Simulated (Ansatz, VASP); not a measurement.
## MgS: VASP beside Ansatz

Contents of POSCAR:

```
MgS
1.0
    0.0000000000      2.7884136878      2.7884136878
    2.7884136878      0.0000000000      2.7884136878
    2.7884136878      2.7884136878      0.0000000000
Mg S
1 1
Direct
    0.0000000000      0.0000000000      0.0000000000
    0.2500000000      0.2500000000      0.2500000000
```

INCAR.step1

```
SYSTEM = MgS
  PREC = Accurate
  ENCUT = 520
  EDIFF = 1E-5
  ISMEAR = 0
  SIGMA = 0.01
  LREAL = .FALSE.
  LASPH = .TRUE.
  NELM = 100
  ALGO = Normal
  ISIF = 2
  LWAVE = .TRUE.
  GGA = PE
  NBANDS = 11
```

INCAR.step2

```
SYSTEM = MgS
  PREC = Accurate
  ENCUT = 520
  EDIFF = 1E-6
  ISMEAR = 0
  SIGMA = 0.01
  LREAL = .FALSE.
  LASPH = .TRUE.
  NELM = 100
  ALGO = Normal
  ISIF = 2
  LWAVE = .FALSE.
  LCHARG = .TRUE.
  GGA = PE
  LHFCALC = .TRUE.
  HFSCREEN = 0.2079
  PRECFOCK = Normal
  LELF = .TRUE.
  LVHAR = .TRUE.
  ISTART = 1
  NBANDS = 11
```

Contents of KPOINTS:

```
Automatic mesh
0
G
  6 6 6
  0 0 0
```

Input for Ansatz:

```yaml
crystal:
  lattice:
    - [0.0, 2.7884136878, 2.7884136878]
    - [2.7884136878, 0.0, 2.7884136878]
    - [2.7884136878, 2.7884136878, 0.0]
  atoms:
    - { symbol: Mg, position: [0.0, 0.0, 0.0] }
    - { symbol: S, position: [0.25, 0.25, 0.25] }
kpoints:
  mp_grid: { grid: [6, 6, 6] }
  band_path:
    path:
      - [0.0, 0.0, 0.0]
      - [-0.5, -0.5, 0.0]
      - [-0.375, -0.375, 0.25]
      - [-0.375, 0.0, 0.375]
      - [0.0, 0.0, 0.5]
      - [-0.5, -0.25, 0.25]
    npoints: 1
hamiltonian:
  xc: hse06
scf:
  occupations: { method: fixed }
  n_extra_bands: 4
output:
  forces: true
  stress: true
  eigenvalues: true
```

Change from the starting cell: hydrostatic strain -1.5%.

Alike in both runs: task single point; functional HSE06; k mesh 6 × 6 × 6; no spin polarisation.

|  | VASP | Ansatz |
| --- | --- | --- |
| version | VASP 6.6.1 | Ansatz 0.2.0 |
| potentials or method | VASP PAW PBE potentials, release 64 (Mg, S) | plane waves, PAW |
| plane-wave cutoff (eV) | 520 | 420 |
| occupations | gaussian, width 0.01 eV | fixed |
| valence electrons in the cell | 8 | 16 |

```csv
,VASP,Ansatz,Ansatz less VASP
gap on the k mesh at the Fermi level (eV),4.76,4.77,+0.016
pressure (GPa),2.8,3.0,+0.17
```

VASP's potentials hold 8 valence electrons a cell and Ansatz's 16, so a difference there can come from the potentials and not from the codes. Ansatz's warnings: stress exchange threshold loose, stress scf threshold loose.
